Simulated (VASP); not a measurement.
# ScAl3 (P1) in VASP: single point with r2SCAN

Aim: the single point of ScAl3 with r2SCAN.

All numbers are computed with VASP 6.6.1; they aren't measurements. Logs are shortened: lines on timing, memory, paths and dates and some standing lists are left out, and cuts for length are marked.

## Step 1: The cell of the first run

The typed cell holds 4 atoms: a = 3.838 Å, b = 4.393 Å, c = 4.051 Å, α = 98.39°, β = 87.18°, γ = 91.64°.

## Step 2: Single point, r2SCAN

The input, POSCAR:

```
ScAl3
1.0
    3.8364264546     -0.0549892927      0.0951411283
   -0.0549892927      4.3815552474     -0.3076479972
    0.0951411283     -0.3076479972      4.0386280059
Sc Al
1 3
Direct
   -0.0026203122      0.0001209710     -0.0007698575
    0.5020124316     -0.0003390574      0.4998275252
    0.0008639782      0.4974188491      0.5026093365
    0.4997439024      0.5027992374     -0.0016670042
```

The input, INCAR.step1:

```
SYSTEM = ScAl3
  PREC = Accurate
  ENCUT = 520
  ISMEAR = 0
  SIGMA = 0.15
  LREAL = .False.
  LASPH = .True.
  NELM = 100
  NBANDS = 18
  GGA = PE
  ALGO = Normal
  EDIFF = 1E-4
  LWAVE = .True.
  LCHARG = .False.
```

The input, INCAR.step2:

```
SYSTEM = ScAl3
  PREC = Accurate
  ENCUT = 520
  EDIFF = 1E-6
  ISMEAR = 0
  SIGMA = 0.15
  LREAL = .False.
  LASPH = .True.
  NELM = 100
  ALGO = Normal
  ISIF = 2
  LWAVE = .False.
  LCHARG = .False.
  METAGGA = R2SCAN
  LMIXTAU = .True.
  NBANDS = 18
  ISTART = 1
```

The input, KPOINTS:

```
Automatic mesh
0
Gamma
  8 8 8
  0 0 0
```

Potentials or basis: VASP PAW PBE potentials, release 64 (Sc_sv, Al).

The run is started by

```sh
$ cat potpaw_PBE.64/Sc_sv/POTCAR potpaw_PBE.64/Al/POTCAR > POTCAR
$ cp INCAR.step1 INCAR
$ mpirun -np 1 vasp_std > vasp.out
$ cp INCAR.step2 INCAR
$ mpirun -np 1 vasp_std > vasp.out
```

OUTCAR:

```text
SYSTEM = ScAl3
   PREC = Accurate
   ENCUT = 520
   EDIFF = 1E-6
   ISMEAR = 0
   LREAL = .False.
   LASPH = .True.
   NELM = 100
   ISIF = 2
   METAGGA = R2SCAN
   ISTART = 1

 ion  position               nearest neighbor table
   1  0.997  0.000  0.999-   2 2.71   2 2.73   3 2.76   3 2.76   2 2.84   4 2.86   2 2.87   4 2.89
                             4 2.95   4 2.96   3 3.18   3 3.22
   2  0.502  1.000  0.500-   1 2.71   1 2.73   4 2.76   4 2.77   1 2.84   3 2.86   1 2.87   3 2.89
                             3 2.95   3 2.96   4 3.18   4 3.21
   3  0.001  0.497  0.503-   4 2.71   4 2.73   1 2.76   1 2.76   4 2.84   2 2.86   4 2.88   2 2.89
                             2 2.95   2 2.96   1 3.18   1 3.22
   4  0.500  0.503  0.998-   3 2.71   3 2.73   2 2.76   2 2.77   3 2.84   1 2.86   3 2.88   1 2.89
                             1 2.95   1 2.96   2 3.18   2 3.21

  LATTYP: Found a triclinic cell.
 ALAT       =     9.3967849255
 B/A-ratio  =     0.4084375643
 C/A-ratio  =     0.9707772999
 COS(alpha) =     0.0056034772
 COS(beta)  =     0.5554288325
 COS(gamma) =     0.8089730341

  Lattice vectors:

 A1 = (   7.6327010736,  -4.1838858356,  -3.5406977521)
 A2 = (   3.8364264546,  -0.0549892927,   0.0951411283)
 A3 = (   0.0148374571,  -8.4554624976,  -3.4233320115)

Analysis of symmetry for initial positions (statically):
=====================================================================
 Subroutine PRICEL returns:
 Original cell was already a primitive cell.

 Routine SETGRP: Setting up the symmetry group for a
 triclinic supercell.

 Subroutine GETGRP returns: Found  1 space group operations
 (whereof  1 operations were pure point group operations)
 out of a pool of  2 trial point group operations.

The static configuration has the point symmetry C_1 .

Analysis of symmetry for dynamics (positions and initial velocities):
=====================================================================
 Subroutine PRICEL returns:
 Original cell was already a primitive cell.

 Routine SETGRP: Setting up the symmetry group for a
 triclinic supercell.

 Subroutine GETGRP returns: Found  1 space group operations
 (whereof  1 operations were pure point group operations)
 out of a pool of  2 trial point group operations.

The dynamic configuration has the point symmetry C_1 .

 Subroutine INISYM returns: Found  1 space group operations
 (whereof  1 operations are pure point group operations),
 and found     1 'primitive' translations

----------------------------------------------------------------------------------------

                                     Primitive cell

  volume of cell :      67.4756

  direct lattice vectors                    reciprocal lattice vectors
     3.836426455 -0.054989293  0.095141128     0.260847191  0.002857496 -0.005927308
    -0.054989293  4.381555247 -0.307647997     0.002857496  0.229488055  0.017414249
     0.095141128 -0.307647997  4.038628006    -0.005927308  0.017414249  0.249075030

  length of vectors
     3.837999948  4.392686820  4.051446074     0.260930173  0.230165568  0.249753397

  position of ions in fractional coordinates (direct lattice)
     0.997379688  0.000120971  0.999230142
     0.502012432  0.999660943  0.499827525
     0.000863978  0.497418849  0.502609337
     0.499743902  0.502799237  0.998332996

  ion indices of the primitive-cell ions
   primitive index   ion index
                 1           1
                 2           2
                 3           3
                 4           4

----------------------------------------------------------------------------------------

 KPOINTS: Automatic mesh

Automatic generation of k-mesh.
 Grid dimensions read from file:
 generate k-points for:    8    8    8

 Generating k-lattice:

  Cartesian coordinates                     Fractional coordinates (reciprocal lattice)
     0.032605899  0.000357187 -0.000740914     0.125000000  0.000000000  0.000000000
     0.000357187  0.028686007  0.002176781     0.000000000  0.125000000  0.000000000
    -0.000740914  0.002176781  0.031134379    -0.000000000  0.000000000  0.125000000

  Length of vectors
     0.032616272  0.028770696  0.031219175

  Shift w.r.t. Gamma in fractional coordinates (k-lattice)
     0.000000000  0.000000000  0.000000000

 Subroutine IBZKPT returns following result:
 ===========================================

 Found    260 irreducible k-points:

 Following reciprocal coordinates:
            Coordinates               Weight
  0.000000  0.000000  0.000000      1.000000
  0.125000 -0.000000  0.000000      2.000000
  0.250000 -0.000000  0.000000      2.000000
  0.375000 -0.000000  0.000000      2.000000
  0.500000 -0.000000  0.000000      1.000000
 -0.000000  0.125000  0.000000      2.000000
[... 16 lines left out ...]
  0.125000  0.375000 -0.000000      2.000000
  0.250000  0.375000 -0.000000      2.000000
 [... further k-points ...]
   k-points           NKPTS =    260   k-points in BZ     NKDIM =    260   number of bands    NBANDS=     18
   number of dos      NEDOS =    301   number of ions     NIONS =      4
   total plane-waves  NPLWV =  32400
   dimension x,y,z NGX =    30 NGY =   36 NGZ =   30
   dimension x,y,z NGXF=    60 NGYF=   72 NGZF=   60
   ions per type =               1   3
   NGX,Y,Z   is equivalent  to a cutoff of  12.99, 13.62, 12.31 a.u.
   NGXF,Y,Z  is equivalent  to a cutoff of  25.99, 27.25, 24.62 a.u.
 SYSTEM =  ScAl3
   PREC   = accura    normal or accurate (medium, high low for compatibility)
   ISTART =      1    job   : 0-new  1-cont  2-samecut
   ICHARG =      0    charge: 1-file 2-atom 10-const
   ISPIN  =      1    spin polarized calculation?
   LNONCOLLINEAR =      F non collinear calculations
   LSORBIT =      F    spin-orbit coupling
   LASPH  =      T    aspherical Exc in radial PAW
   ENCUT  =  520.0 eV  38.22 Ry    6.18 a.u.   7.14  8.17  7.53*2*pi/ulx,y,z
   NELM   =    100;   NELMIN=  2; NELMDL=  0     # of ELM steps
   EDIFF  = 0.1E-05   stopping-criterion for ELM
   LREAL  =      F    real-space projection
   EDIFFG = 0.1E-04   stopping-criterion for IOM
   NSW    =      0    number of steps for IOM
   IBRION =     -1    ionic relax: 0-MD 1-quasi-New 2-CG
   NFREE  =      0    steps in history (QN), initial steepest desc. (CG)
   ISIF   =      2    stress and relaxation
   ISYM   =      2    0-nonsym 1-usesym 2-fastsym
   POTIM  = 0.5000    time-step for ionic-motion
   TEBEG  =    0.0;   TEEND  =   0.0 temperature during run
   PSTRESS=    0.0 pullay stress
   NELECT =      20.0000    total number of electrons
   NUPDOWN=      -1.0000    fix difference up-down
   EMIN   =  10.00;   EMAX   =-10.00  energy-range for DOS
   EFERMI =   0.00;   METHOD = LEGACY
   ISMEAR =     0;   SIGMA  =   0.15  broadening in eV -4-tet -1-fermi 0-gaus
   EFERMI_NEDOS =   21; number of points for ismear=-14 and -15
   IALGO  =     38    algorithm
   IMIX   =      4    mixing-type and parameters
     AMIX     =   0.40;   BMIX     =  1.00
     AMIX_MAG =   1.60;   BMIX_MAG =  1.00
  volume/ion in A,a.u.               =      16.87       113.84
  Fermi-wavevector in a.u.,A,eV,Ry     =   1.091531  2.062694 16.210510  1.191439
  Thomas-Fermi vector in A             =   2.227778
   LORBIT       =      0    0 simple, 1 ext, 2 COOP (PROOUT), +10 PAW based schemes
   METAGGA = R2SCAN    functional components
   LHFCALC =     F    Hartree Fock is set to
   AEXX    =    0.0000 exact exchange contribution
   IVDW    =     0    specifies the selected vdW correction
   LEPSILON=     F    determine dielectric tensor
   LRPA    =     F    only Hartree local field effects (RPA)
 non-spin polarized calculation
 Gauss-broadening in eV      SIGMA  =   0.15
  energy-cutoff  :      520.00
  volume of cell :       67.48
 maximum number of plane-waves:      1835
 NGX is ok and might be reduce to    30
   NGX = 15   NGY = 17   NGZ = 15

 number of electron      20.0000002 magnetization

 Free energy of the ion-electron system (eV)
  ---------------------------------------------------
  ext. energy  EPLUGINS =         0.00000000
  ---------------------------------------------------
  free energy    TOTEN  =       -32.94903337 eV

  energy without entropy =      -32.93338859  energy(sigma->0) =      -32.94121098

 E-fermi :   7.2729     XC(G=0): -11.1738

 val. band max:        7.2636838709   @ k =  -0.1250  -0.3750   0.3750
 cond. band min:       7.2748055043   @ k =  -0.1250  -0.3750   0.1250
 fundamental gap:      0.0111216334
 Fermi energy:         7.2728857415

 k-point     1 :       0.0000    0.0000    0.0000
  band No.  band energies     occupation
      1     -43.6542      2.00000
      2     -21.4424      2.00000
      3     -21.3996      2.00000
      4     -21.3614      2.00000
      5      -3.3059      2.00000
      6       4.0635      2.00000
[... 10 lines left out ...]
     17      12.8579      0.00000
     18      13.2723      0.00000

 k-point     2 :       0.1250   -0.0000    0.0000
  band No.  band energies     occupation
      1     -43.6537      2.00000
      2     -21.4416      2.00000
      3     -21.3988      2.00000
      4     -21.3706      2.00000
      5      -3.1318      2.00000
      6       3.9585      2.00000
[... 10 lines left out ...]
     17      13.2375      0.00000
     18      13.4366      0.00000

 k-point     3 :       0.2500   -0.0000    0.0000
  band No.  band energies     occupation
      1     -43.6526      2.00000
      2     -21.4400      2.00000
      3     -21.3974      2.00000
      4     -21.3922      2.00000
      5      -2.6174      2.00000
      6       2.4804      2.00000
[... 10 lines left out ...]
     17      12.7329      0.00000
     18      13.6455      0.00000

 k-point     4 :       0.3750   -0.0000    0.0000
  band No.  band energies     occupation
      1     -43.6514      2.00000
      2     -21.4393      2.00000
      3     -21.4140      2.00000
      4     -21.3946      2.00000
      5      -1.7916      2.00000
      6       0.8852      2.00000
[... 375 lines left out ...]
      4     -21.3606      2.00000
      5      -2.1662      2.00000
      6       0.1279      2.00000
[... 10 lines left out ...]
     17      12.2697      0.00000
     18      13.6771      0.00000

 k-point    23 :       0.1250    0.3750   -0.0000
  band No.  band energies     occupation
      1     -43.6532      2.00000
      2     -21.4568      2.00000
      3     -21.3987      2.00000
      4     -21.3697      2.00000
      5      -1.9893      2.00000
      6       0.2606      2.00000
[... 10 lines left out ...]
     17      12.3172      0.00000
     18      13.8385      0.00000

 k-point    24 :       0.2500    0.3750   -0.0000
  band No.  band energies     occupation
      1     -43.6521      2.00000
      2     -21.4542      2.00000
      3     -21.3974      2.00000
      4     -21.3908      2.00000
      5      -1.5049      2.00000
      6       0.7055      2.00000
[... 10 lines left out ...]
     17      13.2929      0.00000
     18      13.4040      0.00000

 [... further k-points ...]
[... 5 lines left out ...]
  --------------------------------------------------------------------------------------
  -------------------------------------------------------------------------------------
  Total        3.7717557     -1.8373616      3.3009042      0.8910103      3.2814372     -2.3355410
  in kB       89.5585976    -43.6273037     78.3784478     21.1566282     77.9162129    -55.4563430
  external PRESSURE =      41.4365806 kB  Pullay stress =       0.0000000 kB

 VOLUME and BASIS-vectors are now :
 -----------------------------------------------------------------------------
  energy-cutoff  :      520.00
  volume of cell :       67.48
      direct lattice vectors                 reciprocal lattice vectors
     3.836426455 -0.054989293  0.095141128     0.260847191  0.002857496 -0.005927308
    -0.054989293  4.381555247 -0.307647997     0.002857496  0.229488055  0.017414249
     0.095141128 -0.307647997  4.038628006    -0.005927308  0.017414249  0.249075030

 POSITION                                       TOTAL-FORCE (eV/Angst)
 -----------------------------------------------------------------------------------
      3.92144     -0.36173      4.13037         0.163058      0.048630      0.009613
      1.91852      4.19869      1.75884        -0.122460     -0.008980      0.014244
      0.02378      2.02479      1.87690         0.006979      0.036445     -0.082111
      1.98456      1.86843      3.92476        -0.047577     -0.076095      0.058254
 -----------------------------------------------------------------------------------
    total drift:                               -0.001491      0.000424      0.000311

  FREE ENERGIE OF THE ION-ELECTRON SYSTEM (eV)
  ---------------------------------------------------
  free  energy   TOTEN  =       -32.9490333724 eV

  energy  without entropy=      -32.9333885860  energy(sigma->0) =      -32.94121098
```

Run time: 23 min. Hardware: 1 thread of Oxide Virtual Turin-like, shared host; peak memory 0.37 GiB.

What came out:

| Item | Value |
| --- | --- |
| Free energy | -32.9490 eV |
| Pressure | 4.1 GPa |
| Largest force | 0.170 eV/Å |
| Band gap on the k mesh | zero (bands 10 and 11 overlap by 3.43 eV) |

Forces on the atoms (eV/Å):
```
Sc   0.163  0.049  0.010
Al  -0.122 -0.009  0.014
Al   0.007  0.036 -0.082
Al  -0.048 -0.076  0.058
```

Levels at points of the mesh, in eV from the Fermi level:
```
           k point  band 8  band 9  band 10  band 11  band 12  band 13
(0.00, 0.00, 0.00)   -2.02   -1.56    -0.84     0.82     1.61     1.69
(0.50, 0.00, 0.00)   -1.64   -1.39     0.30     0.67     1.29     1.50
(0.00, 0.50, 0.00)   -1.11   -0.98     0.11     1.75     1.87     1.90
(0.50, 0.50, 0.00)   -4.54   -0.88    -0.27     1.16     2.09     2.12
(0.00, 0.00, 0.50)   -1.43   -0.98    -0.96     1.52     1.83     1.88
(0.50, 0.00, 0.50)   -4.55   -1.38    -0.80     0.44     1.17     2.40
(0.00, 0.50, 0.50)   -4.51   -0.33     0.41     1.70     2.00     2.29
(0.50, 0.50, 0.50)   -4.06   -3.83    -2.81    -2.47     1.12     2.70
```

Caveat: the stress differs along the axes, from -4 to 9 GPa; the PAW data sets were made with another functional, which shifts forces and pressure a little.
